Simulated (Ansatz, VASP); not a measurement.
**One calculation of MoS2, two programs**

```
Mo S
1.0
     1.58150    0.91308    6.12333
    -1.58150    0.91308    6.12333
     0.00000   -1.82616    6.12333
Mo S
1 2
Cartesian
  0.0000 0.0000 0.0000
  0.0000 0.0000 13.7481
  0.0000 0.0000 10.7446
```

Alike in both runs: task single point; functional PBE; k mesh 7 × 7 × 7; occupations gaussian, width 0.05 eV; collinear spin.

```csv
,VASP,Ansatz
version,VASP 6.6.1,Ansatz 0.2.0
potentials or method,"VASP PAW PBE potentials, release 64 (Mo_sv, S), cutoff 520 eV","scalar-relativistic, plane waves, PAW"
valence electrons in the cell,26,26
```

```tsv
	VASP	Ansatz	Ansatz less VASP
gap on the k mesh at the Fermi level (eV)	0.96	0.94	-0.019
least direct gap on the mesh (eV)	2.01	1.99	-0.013
pressure (GPa)	9.1	9.3	+0.16
traceless stress, the component that is largest in VASP (GPa)	4.62	4.66	+0.042
rms of the force components (eV/Å)	0.599	0.608	+0.0088
net moment per atom (μB)	0.00	0.00	0.000
```

Atom by atom the forces differ by 0.009 eV/Å (rms over components). Ansatz's warnings: seeded moment not kept, specified occupation not kept, symmetry narrowed by occupation matrices.
